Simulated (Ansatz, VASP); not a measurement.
# SnSe: VASP beside Ansatz

The input INCAR:

```
SYSTEM = SnSe
ALGO     = Normal         ! electronic algorithm
EDIFF    = 1E-6           ! SCF threshold, eV
ENCUT    = 520            ! plane-wave cutoff, eV
ISIF     = 2              ! what is computed and relaxed
ISMEAR   = 0              ! smearing method
LASPH    = .True.         ! aspherical terms in the spheres
LCHARG   = .False.        ! write CHGCAR
LREAL    = .False.        ! projectors in reciprocal space
LWAVE    = .False.        ! write WAVECAR
NBANDS   = 17             ! bands
NELM     = 60             ! most SCF steps
PREC     = Accurate       ! precision mode
SIGMA    = 0.05           ! smearing width, eV
```

KPOINTS

```
k-points
0
Gamma
  8 8 8
  0 0 0
```

Contents of POSCAR:

```
SnSe
1.0
    0.0000000000      3.0100000000      3.0100000000
    3.0100000000      0.0000000000      3.0100000000
    3.0100000000      3.0100000000      0.0000000000
Sn Se
1 1
Direct
    0.0000000000      0.0000000000     -0.0234919196
    0.5000000000      0.5000000000      0.5000000000
```

Input for Ansatz:

```yaml
crystal:
  lattice:
    - [0.0, 3.01, 3.01]
    - [3.01, 0.0, 3.01]
    - [3.01, 3.01, 0.0]
  atoms:
    - { symbol: Sn, position: [0.0, 0.0, -0.0234919196] }
    - { symbol: Se, position: [0.5, 0.5, 0.5] }
basis:
  ecutwfc: 420
kpoints:
  mp_grid: { grid: [8, 8, 8] }
hamiltonian:
  xc: lda
scf:
  occupations: { method: gaussian, width: 0.05 }
output:
  forces: true
  stress: true
  eigenvalues: true
```

Alike in both runs: task single point; functional LDA; k mesh 8 × 8 × 8; occupations gaussian, width 0.05 eV; no spin polarisation.

|  | VASP | Ansatz |
| --- | --- | --- |
| version | VASP 6.6.1 | Ansatz 0.2.0 |
| potentials or method | VASP PAW LDA potentials, release 64 (Sn_d, Se), cutoff 520 eV | scalar-relativistic, plane waves, PAW |
| valence electrons in the cell | 20 | 30 |

```tsv
	VASP	Ansatz	Ansatz less VASP
gap on the k mesh at the Fermi level (eV)	0.61	0.59	-0.019
least direct gap on the mesh (eV)	0.61	0.59	-0.019
pressure (GPa)	-3.1	-3.2	-0.10
traceless stress, the component that is largest in VASP (GPa)	-0.09	-0.08	+0.002
rms of the force components (eV/Å)	0.006	0.009	+0.0030
```

LDA's correlation is that of Perdew and Zunger in VASP and of Perdew and Wang (1992) in Ansatz. Atom by atom the forces differ by 0.003 eV/Å (rms over components). VASP's potentials hold 20 valence electrons a cell and Ansatz's 30, so a difference there can come from the potentials and not from the codes.
